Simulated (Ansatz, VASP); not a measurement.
One calculation of MgO, two programs

```
Mg O
1.0
     0.00000    2.12722    2.12722
     2.12722    0.00000    2.12722
     2.12722    2.12722    0.00000
Mg O
1 1
Cartesian
  0.0000 0.0000 0.0000
  2.1272 2.1272 2.1272
```

Alike in both runs: functional PBE; k mesh 10 × 10 × 10; occupations gaussian, width 0.02 eV; no spin polarisation.

Ansatz relaxed the structure, and its values are those at the end. VASP's run is a single point on that final structure, the one shown.

|  | VASP | Ansatz |
| --- | --- | --- |
| version | VASP 6.6.1 | Ansatz 0.2.0 |
| potentials or method | VASP PAW PBE potentials, release 64 (Mg_sv, O), cutoff 840 eV | scalar-relativistic, plane waves, PAW |
| valence electrons in the cell | 16 | 16 |

```csv
,VASP,Ansatz,Ansatz less VASP
gap on the k mesh at the Fermi level (eV),4.45,4.46,+0.006
least direct gap on the mesh (eV),4.45,4.46,+0.006
pressure (GPa),0.0,0.0,+0.03
```

With one functional, cell and mesh, what is left measures potentials, basis and numerics.
